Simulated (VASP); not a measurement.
# Ru in VASP: a series of runs

The runs below take Ru through single point, with PBEsol.

Everything below comes from runs of VASP 6.6.1. Logs are shortened: lines on timing, memory, paths and dates and some standing lists are left out, and cuts for length are marked.

## Step 1: The cell of the first run

The cell holds a wire with vacuum, 2 atoms: a = 11.100 Å, b = 9.300 Å, c = 2.425 Å, α = 90.00°, β = 90.00°, γ = 90.00°.

## Step 2: Single point, PBEsol, collinear spin, ferromagnetic start

File INCAR:

```
ALGO = Normal
EDIFF = 1E-6
ENCUT = 520
GGA = PS
ISIF = 2
ISMEAR = 0
ISPIN = 2
LASPH = T
LCHARG = F
LMAXMIX = 4
LORBIT = 11
LREAL = F
LWAVE = F
MAGMOM = 1.5 1.5
NBANDS = 25
NELM = 150
PREC = Accurate
SIGMA = 0.05
```

File KPOINTS:

```
k-points
0
Gamma
  1 1 26
```

File POSCAR:

```
Ru
1.0
   11.1000000000      0.0000000000      0.0000000000
    0.0000000000      9.3000000000      0.0000000000
    0.0000000000      0.0000000000      2.4254150308
Ru
2
Direct
    0.4052251537      0.5000000000      0.0000000000
    0.5947748463      0.5000000000      0.5000000000
```

Potentials or basis: VASP PAW PBE potentials, release 64 (Ru_pv).

The run is started by

```
cat potpaw_PBE.64/Ru_pv/POTCAR > POTCAR
mpirun -np 1 vasp_std > vasp.out
```

OUTCAR:

```text
EDIFF = 1E-6
   ENCUT = 520
   GGA = PS
   ISIF = 2
   ISMEAR = 0
   ISPIN = 2
   LASPH = T
   LORBIT = 11
   LREAL = F
   NELM = 150
   PREC = Accurate

 ion  position               nearest neighbor table
   1  0.405  0.500  0.000-   2 2.43   2 2.43
   2  0.595  0.500  0.500-   1 2.43   1 2.43

  LATTYP: Found a simple orthorhombic cell.
 ALAT       =     2.4254150308
 B/A-ratio  =     3.8343953022
 C/A-ratio  =     4.5765363284

  Lattice vectors:

 A1 = (   0.0000000000,   0.0000000000,  -2.4254150308)
 A2 = (   0.0000000000,   9.3000000000,   0.0000000000)
 A3 = (  11.1000000000,   0.0000000000,   0.0000000000)

Analysis of symmetry for initial positions (statically):
=====================================================================
 Subroutine PRICEL returns:
 Original cell was already a primitive cell.

 Routine SETGRP: Setting up the symmetry group for a
 simple orthorhombic supercell.

 Subroutine GETGRP returns: Found  8 space group operations
 (whereof  4 operations were pure point group operations)
 out of a pool of  8 trial point group operations.

The static configuration has the point symmetry C_2v.
 The point group associated with its full space group is D_2h.

Analysis of symmetry for dynamics (positions and initial velocities):
=====================================================================
 Subroutine PRICEL returns:
 Original cell was already a primitive cell.

 Routine SETGRP: Setting up the symmetry group for a
 simple orthorhombic supercell.

 Subroutine GETGRP returns: Found  8 space group operations
 (whereof  4 operations were pure point group operations)
 out of a pool of  8 trial point group operations.

The dynamic configuration has the point symmetry C_2v.
 The point group associated with its full space group is D_2h.

Analysis of structural, dynamic, and magnetic symmetry:
=====================================================================
 Subroutine PRICEL returns:
 Original cell was already a primitive cell.

 Routine SETGRP: Setting up the symmetry group for a
 simple orthorhombic supercell.

 Subroutine GETGRP returns: Found  8 space group operations
 (whereof  4 operations were pure point group operations)
 out of a pool of  8 trial point group operations.

The overall configuration has the point symmetry C_2v.
[... 106 lines left out ...]
   IALGO  =     38    algorithm
   IMIX   =      4    mixing-type and parameters
     AMIX     =   0.40;   BMIX     =  1.00
     AMIX_MAG =   1.60;   BMIX_MAG =  1.00
  volume/ion in A,a.u.               =     125.19       844.81
  Fermi-wavevector in a.u.,A,eV,Ry     =   0.788733  1.490490  8.464187  0.622100
  Thomas-Fermi vector in A             =   1.893734
   LORBIT       =     11    0 simple, 1 ext, 2 COOP (PROOUT), +10 PAW based schemes
   GGA     = PS    functional components
   LHFCALC =     F    Hartree Fock is set to
   AEXX    =    0.0000 exact exchange contribution
   IVDW    =     0    specifies the selected vdW correction
   LEPSILON=     F    determine dielectric tensor
   LRPA    =     F    only Hartree local field effects (RPA)
 spin polarized calculation
 Gauss-broadening in eV      SIGMA  =   0.05
  energy-cutoff  :      520.00
  volume of cell :      250.38
 maximum number of plane-waves:      6791
 NGX is ok and might be reduce to    84
   NGX = 41   NGY = 35   NGZ =  9

 number of electron      28.0000001 magnetization       2.7556704

 Free energy of the ion-electron system (eV)
  ---------------------------------------------------
  ext. energy  EPLUGINS =         0.00000000
  ---------------------------------------------------
  free energy    TOTEN  =       -13.06413058 eV

  energy without entropy =      -13.05833513  energy(sigma->0) =      -13.06123286

 E-fermi :  -2.6287     XC(G=0):  -3.0590

 val. band max:       -2.6670305630   @ k =   0.0000   0.0000   0.0769
 cond. band min:      -2.6231273512   @ k =   0.0000   0.0000   0.3846
 fundamental gap:      0.0439032118
 Fermi energy:        -2.6287060152

 spin component 1

 k-point     1 :       0.0000    0.0000    0.0000
  band No.  band energies     occupation
      1     -46.1582      1.00000
      2     -45.5346      1.00000
      3     -45.3789      1.00000
      4     -45.1746      1.00000
      5     -45.0224      1.00000
      6     -44.7939      1.00000
[... 381 lines left out ...]
     24       7.4528      0.00000
     25       8.1932      0.00000
 Fermi energy:        -2.6287060152

 spin component 2

 k-point     1 :       0.0000    0.0000    0.0000
  band No.  band energies     occupation
      1     -45.2857      1.00000
      2     -44.5086      1.00000
      3     -44.4649      1.00000
      4     -44.3478      1.00000
      5     -44.2725      1.00000
      6     -44.2340      1.00000
[... 381 lines left out ...]
     24       7.7660      0.00000
     25       8.3930      0.00000

------------------------ aborting loop because EDIFF is reached ----------------------------------------

  FORCE on cell =-STRESS in cart. coord.  units (eV):
  Direction    XX          YY          ZZ          XY          YZ          ZX
  --------------------------------------------------------------------------------------
  -------------------------------------------------------------------------------------
  Total        0.0516823     -0.0454787      0.0776447      0.0000000      0.0000000      0.0000000
  in kB        0.3307198     -0.2910228      0.4968560      0.0000000      0.0000000      0.0000000
  external PRESSURE =       0.1788510 kB  Pullay stress =       0.0000000 kB

 VOLUME and BASIS-vectors are now :
 -----------------------------------------------------------------------------
  energy-cutoff  :      520.00
  volume of cell :      250.38
      direct lattice vectors                 reciprocal lattice vectors
    11.100000000  0.000000000  0.000000000     0.090090090  0.000000000  0.000000000
     0.000000000  9.300000000  0.000000000     0.000000000  0.107526882  0.000000000
     0.000000000  0.000000000  2.425415031     0.000000000  0.000000000  0.412300570

 POSITION                                       TOTAL-FORCE (eV/Angst)
 -----------------------------------------------------------------------------------
      4.49800      4.65000      0.00000        -0.032284      0.000000      0.000000
      6.60200      4.65000      1.21271         0.032284      0.000000      0.000000
 -----------------------------------------------------------------------------------
    total drift:                                0.000000      0.000000      0.000000

  FREE ENERGIE OF THE ION-ELECTRON SYSTEM (eV)
  ---------------------------------------------------
  free  energy   TOTEN  =       -13.0641305847 eV

  energy  without entropy=      -13.0583351350  energy(sigma->0) =      -13.06123286

 total charge

# of ion       s       p       d       tot
------------------------------------------
    1        0.400   6.135   6.094  12.629
    2        0.400   6.135   6.094  12.629
--------------------------------------------------
tot          0.799  12.271  12.188  25.258

 magnetization (x)

# of ion       s       p       d       tot
------------------------------------------
    1        0.045   0.019   1.069   1.133
    2        0.045   0.019   1.069   1.133
--------------------------------------------------
tot          0.090   0.038   2.138   2.265
```

stdout:

```text
POSCAR found type information on POSCAR Ru
 POSCAR found :  1 types and       2 ions
 scaLAPACK will be used
 -----------------------------------------------------------------------------
|                                                                             |
|                                                                             |
|     You enforced a specific xc type in the INCAR file but a different       |
|     I HOPE YOU KNOW WHAT YOU ARE DOING!                                     |
|                                                                             |
 -----------------------------------------------------------------------------

 LDA part: xc-table for (Slater+PW92), standard interpolation
 POSCAR, INCAR and KPOINTS ok, starting setup
 FFT: planning ... GRIDC
 FFT: planning ... GRID_SOFT
 FFT: planning ... GRID
 WAVECAR not read
 entering main loop
```

Run time: 2.8 min. Hardware: 1 thread of AMD EPYC 9R45 (Zen 5), shared host; peak memory 0.4 GiB.

What came out:

* Free energy: -13.0641 eV
* Largest force: 0.032 eV/Å
* Net moment: 2.76 μB per cell
* Site moments: Ru +1.13 μB
* Valence electrons inside the program's atomic spheres: Ru 12.63

Forces in eV/Å, atoms in the order of the input:
```
Ru  -0.032  0.000  0.000
Ru   0.032  0.000  0.000
```

Levels at points of the mesh, in eV from the Fermi level:
Spin up:
| k point | band 11 | band 12 | band 13 | band 14 | band 15 | band 16 | band 17 | band 18 | band 19 | band 20 |
| --- | --- | --- | --- | --- | --- | --- | --- | --- | --- | --- |
| (0.00, 0.00, 0.00) | -2.49 | -1.25 | -1.02 | -0.94 | -0.35 | 0.52 | 1.10 | 1.44 | 2.00 | 2.25 |
| (0.00, 0.00, 0.50) | -0.77 | -0.77 | -0.63 | -0.63 | 0.56 | 0.56 | 5.05 | 5.05 | 8.15 | 8.15 |
Spin down:
| k point | band 11 | band 12 | band 13 | band 14 | band 15 | band 16 |
| --- | --- | --- | --- | --- | --- | --- |
| (0.00, 0.00, 0.00) | -1.57 | -0.41 | -0.08 | 0.13 | 0.45 | 1.23 |
| (0.00, 0.00, 0.50) | 0.26 | 0.26 | 0.52 | 0.52 | 1.34 | 1.34 |

Caveat: the PAW data sets were made with another functional, which shifts forces and pressure a little.

## Step 3: Single point, PBEsol, collinear spin, ferromagnetic start

This run uses another cell than the first one, of 129.63 Å³/atom, 1.036 times its volume.

File INCAR:

```
SYSTEM = Ru
PREC = Accurate ; ENCUT = 520
EDIFF = 1E-6 ; ISMEAR = 0
SIGMA = 0.05 ; LREAL = .FALSE.
LASPH = .TRUE. ; NELM = 150
ALGO = Normal ; ISIF = 2
LWAVE = .FALSE. ; LCHARG = .FALSE.
ISPIN = 2 ; MAGMOM = 1.5 1.5
LORBIT = 11 ; LMAXMIX = 4
GGA = PS ; NBANDS = 25
```

File KPOINTS:

```
regular mesh
0
G
  1 1 26
  0 0 0
```

File POSCAR:

```
Ru
1.0
   11.1000000000      0.0000000000      0.0000000000
    0.0000000000      9.3000000000      0.0000000000
    0.0000000000      0.0000000000      2.5115556484
Ru
2
Direct
    0.4039435627      0.5000000000      0.0000000000
    0.5960564373      0.5000000000      0.5000000000
```

Potentials or basis: VASP PAW PBE potentials, release 64 (Ru_pv).

The run is started by

```
cat potpaw_PBE.64/Ru_pv/POTCAR > POTCAR
mpirun -np 1 vasp_std > vasp.out
```

OUTCAR:

```text
SYSTEM = Ru
   PREC = Accurate
   ENCUT = 520
   EDIFF = 1E-6
   ISMEAR = 0
   LREAL = .FALSE.
   LASPH = .TRUE.
   NELM = 150
   ISIF = 2
   ISPIN = 2
   LORBIT = 11
   GGA = PS

 ion  position               nearest neighbor table
   1  0.404  0.500  0.000-   2 2.47   2 2.47
   2  0.596  0.500  0.500-   1 2.47   1 2.47

  LATTYP: Found a simple orthorhombic cell.
 ALAT       =     2.5115556484
 B/A-ratio  =     3.7028843083
 C/A-ratio  =     4.4195715938

  Lattice vectors:

 A1 = (   0.0000000000,   0.0000000000,  -2.5115556484)
 A2 = (   0.0000000000,   9.3000000000,   0.0000000000)
 A3 = (  11.1000000000,   0.0000000000,   0.0000000000)

Analysis of symmetry for initial positions (statically):
=====================================================================
 Subroutine PRICEL returns:
 Original cell was already a primitive cell.

 Routine SETGRP: Setting up the symmetry group for a
 simple orthorhombic supercell.

 Subroutine GETGRP returns: Found  8 space group operations
[... 580 lines left out ...]
      3     -44.3697      1.00000
      4     -44.2369      1.00000
      5     -44.2180      1.00000
      6     -44.2082      1.00000
[... 381 lines left out ...]
     24       7.2949      0.00000
     25       7.8963      0.00000

------------------------ aborting loop because EDIFF is reached ----------------------------------------

  FORCE on cell =-STRESS in cart. coord.  units (eV):
  Direction    XX          YY          ZZ          XY          YZ          ZX
  --------------------------------------------------------------------------------------
  -------------------------------------------------------------------------------------
  Total       -1.7207675     -0.0488518     -3.5220015      0.0000000      0.0000000      0.0000000
  in kB      -10.6336911     -0.3018857    -21.7646348      0.0000000      0.0000000      0.0000000
  external PRESSURE =     -10.9000705 kB  Pullay stress =       0.0000000 kB

 VOLUME and BASIS-vectors are now :
 -----------------------------------------------------------------------------
  energy-cutoff  :      520.00
  volume of cell :      259.27
      direct lattice vectors                 reciprocal lattice vectors
    11.100000000  0.000000000  0.000000000     0.090090090  0.000000000  0.000000000
     0.000000000  9.300000000  0.000000000     0.000000000  0.107526882  0.000000000
     0.000000000  0.000000000  2.511555648     0.000000000  0.000000000  0.398159603

 POSITION                                       TOTAL-FORCE (eV/Angst)
 -----------------------------------------------------------------------------------
      4.48377      4.65000      0.00000         0.797524      0.000000      0.000000
      6.61623      4.65000      1.25578        -0.797524      0.000000      0.000000
 -----------------------------------------------------------------------------------
    total drift:                               -0.000000      0.000000      0.000000

  FREE ENERGIE OF THE ION-ELECTRON SYSTEM (eV)
  ---------------------------------------------------
  free  energy   TOTEN  =       -12.9924882283 eV

  energy  without entropy=      -12.9888694687  energy(sigma->0) =      -12.99067885

 total charge

# of ion       s       p       d       tot
------------------------------------------
    1        0.380   6.114   6.037  12.531
    2        0.380   6.114   6.037  12.531
--------------------------------------------------
tot          0.759  12.228  12.075  25.062

 magnetization (x)

# of ion       s       p       d       tot
------------------------------------------
    1        0.050   0.019   1.269   1.338
    2        0.050   0.019   1.269   1.338
--------------------------------------------------
tot          0.100   0.038   2.537   2.676
```

stdout:

```text
POSCAR found type information on POSCAR Ru
 POSCAR found :  1 types and       2 ions
 scaLAPACK will be used
 -----------------------------------------------------------------------------
|                                                                             |
|                                                                             |
|     You enforced a specific xc type in the INCAR file but a different       |
|     I HOPE YOU KNOW WHAT YOU ARE DOING!                                     |
|                                                                             |
 -----------------------------------------------------------------------------

 LDA part: xc-table for (Slater+PW92), standard interpolation
 POSCAR, INCAR and KPOINTS ok, starting setup
 FFT: planning ... GRIDC
 FFT: planning ... GRID_SOFT
 FFT: planning ... GRID
 WAVECAR not read
 entering main loop
```

Wall time 2.7 min (1 thread of AMD EPYC 9R45 (Zen 5), shared host); peak memory 0.43 GiB.

Results:

```
Free energy                                           : -12.9925 eV
Largest force                                         : 0.798 eV/Å
Net moment                                            : 3.24 μB per cell
Site moments                                          : Ru +1.34 μB
Valence electrons inside the program's atomic spheres : Ru 12.53
```

Forces in eV/Å, atoms in the order of the input:
```
Ru   0.798  0.000  0.000
Ru  -0.798  0.000  0.000
```

Caveat: the PAW data sets were made with another functional, which shifts forces and pressure a little.
